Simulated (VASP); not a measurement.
Here is a VASP 6.6.1 calculation.

INCAR

```
PREC = Accurate
ENCUT = 600
EDIFF = 1E-6
ISMEAR = 0
SIGMA = 0.15
LREAL = False
LASPH = True
NELM = 120
ALGO = Normal
ISIF = 2
LWAVE = False
LCHARG = True
GGA = PE
IVDW = 12
LELF = True
LVHAR = True
NBANDS = 16
GGA_COMPAT = False
```

The input KPOINTS:

```
Automatic mesh
0
Gamma
  24 24 2
```

The input POSCAR:

```
C
1.0
    2.4652678561      0.0000000000      0.0000000000
   -1.2326339280      2.1349845905      0.0000000000
    0.0000000000      0.0000000000     23.9222939139
C
4
Direct
    0.0361942032      0.0264959957      0.5711557753
    0.0000000000      0.0000000000      0.4288442247
    0.3333333333      0.6666666667      0.4288237756
    0.6666666667      0.3333333333      0.5711762244
```

Potentials or basis: VASP PAW PBE potentials, release 64 (C).

Launch:

```console
$ cat potpaw_PBE.64/C/POTCAR > POTCAR
$ mpirun -np 1 vasp_std > vasp.out
```

Estimate the largest force.

4.627 eV/Å.

Estimate the dispersion energy per atom.

-0.119 eV.

Forces in eV/Å, atoms in the order of the input:
```
C   -3.471 -3.060  0.004
C   -0.004 -0.003 -0.004
C    0.003  0.004  0.001
C    3.471  3.060 -0.001
```

Caveat: the cell differs from its parent crystal (atom 1 (C) moved +0.080 Å along Cartesian [1 1 0]).
